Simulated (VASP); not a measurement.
# TiPbO3 (P4mm) in VASP: further runs

Runs on TiPbO3. Level: PBE. Tasks: single point.

Everything below comes from runs of VASP 6.6.1. Logs are shortened: lines on timing, memory, paths and dates and some standing lists are left out, and cuts for length are marked.

## 1. The cell of the first run

Symmetry: P4mm, No. 99, tetragonal system. The conventional cell has a = 3.792 Å, b = 3.792 Å, c = 4.036 Å, α = 90.00°, β = 90.00°, γ = 90.00°. Within 2.4 Å of Ti (site symmetry 4mm) lie 6 O at 1.72 to 2.32 Å. Within 3.3 Å of Pb (site symmetry 4mm) lie 12 O at 2.45 to 3.12 Å and 4 Ti at 3.27 Å. Within 2.4 Å of O (site symmetry 4mm) lie 2 Ti at 1.72 to 2.32 Å. Within 2.5 Å of O (site symmetry 2mm) lie 2 Ti at 1.92 Å and 2 Pb at 2.45 Å.

## 2. Single point, PBE

The input, INCAR:

```
PREC = Accurate
ENCUT = 600
EDIFF = 1E-6
ISMEAR = 0
SIGMA = 0.01
LREAL = False
LASPH = True
NELM = 120
ALGO = Normal
ISIF = 2
LWAVE = False
LCHARG = False
GGA = PE
NBANDS = 30
GGA_COMPAT = False
```

The input, KPOINTS:

```
regular mesh
0
Gamma
  6 6 6
```

The input, POSCAR:

```
TiPbO3
1.0
    3.7923183512      0.0000000000      0.0000000000
    0.0000000000      3.7923183512      0.0000000000
    0.0000000000      0.0000000000      4.0361463699
Ti Pb O
1 1 3
Direct
    0.5000000000      0.5000000000      0.5382000000
    0.0000000000      0.0000000000      0.0000000000
    0.5000000000      0.5000000000      0.1130000000
    0.5000000000      0.0000000000      0.6150000000
    0.0000000000      0.5000000000      0.6150000000
```

Potentials or basis: VASP PAW PBE potentials, release 64 (Ti_sv, Pb_d, O).

Started as:

```bash
> cat potpaw_PBE.64/Ti_sv/POTCAR potpaw_PBE.64/Pb_d/POTCAR potpaw_PBE.64/O/POTCAR > POTCAR
> mpirun -np 1 vasp_std > vasp.out
```

OUTCAR:

```text
PREC = Accurate
   ENCUT = 600
   EDIFF = 1E-6
   ISMEAR = 0
   LREAL = False
   LASPH = True
   NELM = 120
   ISIF = 2
   GGA = PE

 ion  position               nearest neighbor table
   1  0.500  0.500  0.538-   3 1.72   4 1.92   5 1.92   4 1.92   5 1.92   3 2.32   2 3.27   2 3.27
                             2 3.27   2 3.27   2 3.45   2 3.45   2 3.45   2 3.45
   2  0.000  0.000  0.000-   4 2.45   5 2.45   5 2.45   4 2.45   3 2.72   3 2.72   3 2.72   3 2.72
                             1 3.27   1 3.27   1 3.27   1 3.27   1 3.45   1 3.45   1 3.45   1 3.45
   3  0.500  0.500  0.113-   1 1.72   1 2.32   2 2.72   2 2.72   2 2.72   2 2.72
   4  0.500  0.000  0.615-   1 1.92   1 1.92   2 2.45   2 2.45
   5  0.000  0.500  0.615-   1 1.92   1 1.92   2 2.45   2 2.45

  LATTYP: Found a simple tetragonal cell.
 ALAT       =     3.7923183512
 C/A-ratio  =     1.0642952400

  Lattice vectors:

 A1 = (   3.7923183512,   0.0000000000,   0.0000000000)
 A2 = (   0.0000000000,   3.7923183512,   0.0000000000)
 A3 = (   0.0000000000,   0.0000000000,   4.0361463699)

Analysis of symmetry for initial positions (statically):
=====================================================================
 Subroutine PRICEL returns:
 Original cell was already a primitive cell.

 Routine SETGRP: Setting up the symmetry group for a
 simple tetragonal supercell.

 Subroutine GETGRP returns: Found  8 space group operations
 (whereof  8 operations were pure point group operations)
 out of a pool of 16 trial point group operations.

The static configuration has the point symmetry C_4v.

Analysis of symmetry for dynamics (positions and initial velocities):
=====================================================================
 Subroutine PRICEL returns:
 Original cell was already a primitive cell.

 Routine SETGRP: Setting up the symmetry group for a
 simple tetragonal supercell.

 Subroutine GETGRP returns: Found  8 space group operations
 (whereof  8 operations were pure point group operations)
 out of a pool of 16 trial point group operations.

The dynamic configuration has the point symmetry C_4v.

 Subroutine INISYM returns: Found  8 space group operations
 (whereof  8 operations are pure point group operations),
 and found     1 'primitive' translations

----------------------------------------------------------------------------------------

                                     Primitive cell

  volume of cell :      58.0466

  direct lattice vectors                    reciprocal lattice vectors
     3.792318351  0.000000000  0.000000000     0.263690942  0.000000000  0.000000000
     0.000000000  3.792318351  0.000000000     0.000000000  0.263690942  0.000000000
     0.000000000  0.000000000  4.036146370     0.000000000  0.000000000  0.247761084

  length of vectors
     3.792318351  3.792318351  4.036146370     0.263690942  0.263690942  0.247761084

  position of ions in fractional coordinates (direct lattice)
     0.500000000  0.500000000  0.538200000
     0.000000000  0.000000000  0.000000000
     0.500000000  0.500000000  0.113000000
     0.500000000  0.000000000  0.615000000
     0.000000000  0.500000000  0.615000000

  ion indices of the primitive-cell ions
   primitive index   ion index
                 1           1
                 2           2
                 3           3
                 4           4
                 5           5

----------------------------------------------------------------------------------------

 KPOINTS: regular mesh

Automatic generation of k-mesh.
 Grid dimensions read from file:
 generate k-points for:    6    6    6

 Generating k-lattice:

  Cartesian coordinates                     Fractional coordinates (reciprocal lattice)
     0.043948490  0.000000000  0.000000000     0.166666667  0.000000000  0.000000000
     0.000000000  0.043948490  0.000000000     0.000000000  0.166666667  0.000000000
     0.000000000  0.000000000  0.041293514     0.000000000  0.000000000  0.166666667

  Length of vectors
     0.043948490  0.043948490  0.041293514

  Shift w.r.t. Gamma in fractional coordinates (k-lattice)
     0.000000000  0.000000000  0.000000000

 Subroutine IBZKPT returns following result:
 ===========================================

 Found     40 irreducible k-points:

 Following reciprocal coordinates:
            Coordinates               Weight
  0.000000  0.000000  0.000000      1.000000
  0.166667  0.000000  0.000000      4.000000
  0.333333  0.000000  0.000000      4.000000
  0.500000  0.000000  0.000000      2.000000
  0.166667  0.166667  0.000000      4.000000
  0.333333  0.166667  0.000000      8.000000
[... 16 lines left out ...]
  0.333333  0.000000  0.333333      8.000000
  0.500000  0.000000  0.333333      4.000000
 [... further k-points ...]
   k-points           NKPTS =     40   k-points in BZ     NKDIM =     40   number of bands    NBANDS=     30
   number of dos      NEDOS =    301   number of ions     NIONS =      5
   total plane-waves  NPLWV =  28800
   dimension x,y,z NGX =    30 NGY =   30 NGZ =   32
   dimension x,y,z NGXF=    60 NGYF=   60 NGZF=   64
   ions per type =               1   1   3
   NGX,Y,Z   is equivalent  to a cutoff of  13.15, 13.15, 13.18 a.u.
   NGXF,Y,Z  is equivalent  to a cutoff of  26.30, 26.30, 26.36 a.u.
 SYSTEM =  unknown system
   PREC   = accura    normal or accurate (medium, high low for compatibility)
   ISTART =      0    job   : 0-new  1-cont  2-samecut
   ICHARG =      2    charge: 1-file 2-atom 10-const
   ISPIN  =      1    spin polarized calculation?
   LNONCOLLINEAR =      F non collinear calculations
   LSORBIT =      F    spin-orbit coupling
   LASPH  =      T    aspherical Exc in radial PAW
   ENCUT  =  600.0 eV  44.10 Ry    6.64 a.u.   7.57  7.57  8.06*2*pi/ulx,y,z
   NELM   =    120;   NELMIN=  2; NELMDL= -5     # of ELM steps
   EDIFF  = 0.1E-05   stopping-criterion for ELM
   LREAL  =      F    real-space projection
   EDIFFG = 0.1E-04   stopping-criterion for IOM
   NSW    =      0    number of steps for IOM
   IBRION =     -1    ionic relax: 0-MD 1-quasi-New 2-CG
   NFREE  =      0    steps in history (QN), initial steepest desc. (CG)
   ISIF   =      2    stress and relaxation
   ISYM   =      2    0-nonsym 1-usesym 2-fastsym
   POTIM  = 0.5000    time-step for ionic-motion
   TEBEG  =    0.0;   TEEND  =   0.0 temperature during run
   PSTRESS=    0.0 pullay stress
   NELECT =      44.0000    total number of electrons
   NUPDOWN=      -1.0000    fix difference up-down
   EMIN   =  10.00;   EMAX   =-10.00  energy-range for DOS
   EFERMI =   0.00;   METHOD = LEGACY
   ISMEAR =     0;   SIGMA  =   0.01  broadening in eV -4-tet -1-fermi 0-gaus
   EFERMI_NEDOS =   21; number of points for ismear=-14 and -15
   IALGO  =     38    algorithm
   IMIX   =      4    mixing-type and parameters
     AMIX     =   0.40;   BMIX     =  1.00
     AMIX_MAG =   1.60;   BMIX_MAG =  1.00
  volume/ion in A,a.u.               =      11.61        78.34
  Fermi-wavevector in a.u.,A,eV,Ry     =   1.492681  2.820757 30.315079  2.228095
  Thomas-Fermi vector in A             =   2.605178
   LORBIT       =      0    0 simple, 1 ext, 2 COOP (PROOUT), +10 PAW based schemes
   GGA     = PE    functional components
   LHFCALC =     F    Hartree Fock is set to
   AEXX    =    0.0000 exact exchange contribution
   IVDW    =     0    specifies the selected vdW correction
   LEPSILON=     F    determine dielectric tensor
   LRPA    =     F    only Hartree local field effects (RPA)
 non-spin polarized calculation
 Gauss-broadening in eV      SIGMA  =   0.01
  energy-cutoff  :      600.00
  volume of cell :       58.05
 maximum number of plane-waves:      1960
   NGX = 15   NGY = 15   NGZ = 17

 number of electron      44.0000012 magnetization

 Free energy of the ion-electron system (eV)
  ---------------------------------------------------
  ext. energy  EPLUGINS =         0.00000000
  ---------------------------------------------------
  free energy    TOTEN  =       -37.37175753 eV

  energy without entropy =      -37.37175753  energy(sigma->0) =      -37.37175753

 E-fermi :   7.4559     XC(G=0): -11.8136

 val. band max:        7.3718333616   @ k =   0.5000   0.0000   0.0000
 cond. band min:       8.9895850813   @ k =   0.0000   0.0000   0.5000
 fundamental gap:      1.6177517197
 Fermi energy:         7.4559141977

 k-point     1 :       0.0000    0.0000    0.0000
  band No.  band energies     occupation
      1     -49.4087      2.00000
      2     -25.8734      2.00000
      3     -25.6858      2.00000
      4     -25.6858      2.00000
      5     -11.5112      2.00000
      6     -10.3300      2.00000
[... 22 lines left out ...]
     29      15.5176      0.00000
     30      15.5176      0.00000

 k-point     2 :       0.1667    0.0000    0.0000
  band No.  band energies     occupation
      1     -49.4081      2.00000
      2     -25.8723      2.00000
      3     -25.7118      2.00000
      4     -25.6848      2.00000
      5     -11.3600      2.00000
      6     -10.2922      2.00000
[... 22 lines left out ...]
     29      14.3798      0.00000
     30      15.1977      0.00000

 k-point     3 :       0.3333    0.0000    0.0000
  band No.  band energies     occupation
      1     -49.4068      2.00000
      2     -25.8699      2.00000
      3     -25.7632      2.00000
      4     -25.6829      2.00000
      5     -11.0378      2.00000
      6     -10.2064      2.00000
[... 22 lines left out ...]
     29      14.1396      0.00000
     30      14.5841      0.00000

 k-point     4 :       0.5000    0.0000    0.0000
  band No.  band energies     occupation
      1     -49.4062      2.00000
      2     -25.8686      2.00000
      3     -25.7888      2.00000
      4     -25.6819      2.00000
      5     -10.8658      2.00000
      6     -10.1302      2.00000
[... 22 lines left out ...]
     29      13.9919      0.00000
     30      14.2855      0.00000

 k-point     5 :       0.1667    0.1667    0.0000
  band No.  band energies     occupation
      1     -49.4075      2.00000
      2     -25.8712      2.00000
      3     -25.7110      2.00000
      4     -25.7104      2.00000
      5     -11.2098      2.00000
      6     -10.2538      2.00000
[... 22 lines left out ...]
     29      14.1674      0.00000
     30      14.3394      0.00000
[... 526 lines left out ...]
     29      14.6600      0.00000
     30      14.6600      0.00000

 k-point    22 :       0.1667    0.0000    0.3333
  band No.  band energies     occupation
      1     -49.4074      2.00000
      2     -25.9107      2.00000
      3     -25.7102      2.00000
      4     -25.6834      2.00000
      5     -11.0802      2.00000
      6     -10.2310      2.00000
[... 22 lines left out ...]
     29      13.9698      0.00000
     30      14.3201      0.00000

 k-point    23 :       0.3333    0.0000    0.3333
  band No.  band energies     occupation
      1     -49.4061      2.00000
      2     -25.9077      2.00000
      3     -25.7611      2.00000
      4     -25.6814      2.00000
      5     -10.8654      2.00000
      6     -10.1389      2.00000
[... 22 lines left out ...]
     29      13.7109      0.00000
     30      14.2551      0.00000

 k-point    24 :       0.5000    0.0000    0.3333
  band No.  band energies     occupation
      1     -49.4055      2.00000
      2     -25.9060      2.00000
      3     -25.7865      2.00000
      4     -25.6804      2.00000
      5     -10.7890      2.00000
      6     -10.0303      2.00000
[... 22 lines left out ...]
     29      13.4481      0.00000
     30      14.2950      0.00000

 [... further k-points ...]

------------------------ aborting loop because EDIFF is reached ----------------------------------------

  FORCE on cell =-STRESS in cart. coord.  units (eV):
  Direction    XX          YY          ZZ          XY          YZ          ZX
  --------------------------------------------------------------------------------------
  -------------------------------------------------------------------------------------
  Total        8.3420608      8.3420608      9.0570459      0.0000000      0.0000000      0.0000000
  in kB      230.2541424    230.2541424    249.9888675      0.0000000      0.0000000      0.0000000
  external PRESSURE =     236.8323841 kB  Pullay stress =       0.0000000 kB

 VOLUME and BASIS-vectors are now :
 -----------------------------------------------------------------------------
  energy-cutoff  :      600.00
  volume of cell :       58.05
      direct lattice vectors                 reciprocal lattice vectors
     3.792318351  0.000000000  0.000000000     0.263690942  0.000000000  0.000000000
     0.000000000  3.792318351  0.000000000     0.000000000  0.263690942  0.000000000
     0.000000000  0.000000000  4.036146370     0.000000000  0.000000000  0.247761084

 POSITION                                       TOTAL-FORCE (eV/Angst)
 -----------------------------------------------------------------------------------
      1.89616      1.89616      2.17225         0.000000      0.000000      1.054669
      0.00000      0.00000      0.00000        -0.000000     -0.000000      0.682568
      1.89616      1.89616      0.45608        -0.000000     -0.000000     -1.856204
      1.89616      0.00000      2.48223        -0.000000     -0.000000      0.059483
      0.00000      1.89616      2.48223        -0.000000     -0.000000      0.059483
 -----------------------------------------------------------------------------------
    total drift:                                0.000000      0.000000     -0.000708

  FREE ENERGIE OF THE ION-ELECTRON SYSTEM (eV)
  ---------------------------------------------------
  free  energy   TOTEN  =       -37.3717575254 eV

  energy  without entropy=      -37.3717575254  energy(sigma->0) =      -37.37175753
```

It took 2.3 min on 1 thread of Intel Xeon 8259CL, shared host; peak memory 0.23 GiB.

What came out:

```yaml
Free_energy: -37.3718 eV
Pressure: 23.7 GPa
Largest_force: 1.856 eV/Å
Band_gap_on_the_k_mesh: 1.62 eV (least direct gap 2.06 eV)
```

Forces in eV/Å, atoms in the order of the input:
```
Ti   0.000  0.000  1.055
Pb   0.000  0.000  0.683
O    0.000  0.000 -1.856
O    0.000  0.000  0.059
O    0.000  0.000  0.059
```

Stress tensor (GPa, compression positive):
```
23.03  0.00  0.00
 0.00 23.03  0.00
 0.00  0.00 25.00
```

Caveat: the cell stands under pressure; spin-orbit coupling is left out, which moves the levels of the heavy elements; forces of over 1 eV/Å act on the atoms, so gaps and moduli don't describe the material at rest. A hybrid or GW would open this gap; PBE tends to underestimate it.

## 3. Single point, PBE

This run uses another cell than the first one, of 11.95 Å³/atom.

The input, INCAR:

```
PREC = Accurate ; ENCUT = 600
EDIFF = 1E-6 ; ISMEAR = 0
SIGMA = 0.01 ; LREAL = F
LASPH = T ; NELM = 120
ALGO = Normal ; ISIF = 2
LWAVE = F ; LCHARG = F
GGA = PE ; NBANDS = 30
GGA_COMPAT = F
```

The input, KPOINTS:

```
Automatic mesh
0
Gamma
  6 6 6
```

Edit POSCAR of step 2 so:

```diff
@@ -2,5 +2,5 @@
 1.0
-    3.7923183512      0.0000000000      0.0000000000
-    0.0000000000      3.7923183512      0.0000000000
-    0.0000000000      0.0000000000      4.0361463699
+    3.8286106841      0.0000000000      0.0000000000
+    0.0000000000      3.8286106841      0.0000000000
+    0.0000000000      0.0000000000      4.0747721271
 Ti Pb O
```

Potentials or basis: VASP PAW PBE potentials, release 64 (Ti_sv, Pb_d, O).

Started as:

```bash
> cat potpaw_PBE.64/Ti_sv/POTCAR potpaw_PBE.64/Pb_d/POTCAR potpaw_PBE.64/O/POTCAR > POTCAR
> mpirun -np 1 vasp_std > vasp.out
```

Run time: 1.8 min. Hardware: 1 thread of Intel Xeon 8259CL, shared host; peak memory 0.24 GiB.

The run converged. Its results:

| Quantity | Value |
| --- | --- |
| Free energy | -37.5870 eV |
| Pressure | 16.7 GPa |
| Largest force | 1.327 eV/Å |
| Band gap on the k mesh | 1.67 eV (least direct gap 2.10 eV) |

Forces in eV/Å, atoms in the order of the input:
```
Ti   0.000  0.000  0.752
Pb   0.000  0.000  0.472
O    0.000  0.000 -1.327
O    0.000  0.000  0.052
O    0.000  0.000  0.052
```

Stress tensor (GPa, compression positive):
```
16.10  0.00  0.00
 0.00 16.10  0.00
 0.00  0.00 17.98
```

Levels at points of the mesh, in eV from the valence-band top:
| k point | band 19 | band 20 | band 21 | band 22 | band 23 | band 24 | band 25 | band 26 |
| --- | --- | --- | --- | --- | --- | --- | --- | --- |
| (0.00, 0.00, 0.00) | -2.18 | -2.03 | -1.63 | -1.63 | 1.68 | 2.83 | 2.83 | 4.37 |
| (0.50, 0.00, 0.00) | -2.45 | -2.39 | -1.95 | 0.00 | 2.96 | 3.06 | 3.33 | 3.52 |
| (0.50, 0.50, 0.00) | -3.15 | -2.32 | -1.77 | -0.74 | 3.32 | 3.47 | 3.47 | 4.07 |
| (0.00, 0.00, 0.50) | -2.32 | -1.46 | -1.46 | -0.43 | 1.67 | 2.77 | 3.74 | 3.74 |
| (0.50, 0.00, 0.50) | -3.17 | -2.26 | -1.16 | -1.05 | 3.13 | 3.78 | 3.85 | 4.85 |
| (0.50, 0.50, 0.50) | -4.39 | -0.98 | -0.98 | -0.77 | 3.51 | 3.51 | 3.83 | 6.85 |

Caveat: the cell stands under pressure; spin-orbit coupling is left out, which moves the levels of the heavy elements; forces of over 1 eV/Å act on the atoms, so gaps and moduli don't describe the material at rest. A k mesh can miss the band edges.

(Continued in part 2 of 2.)
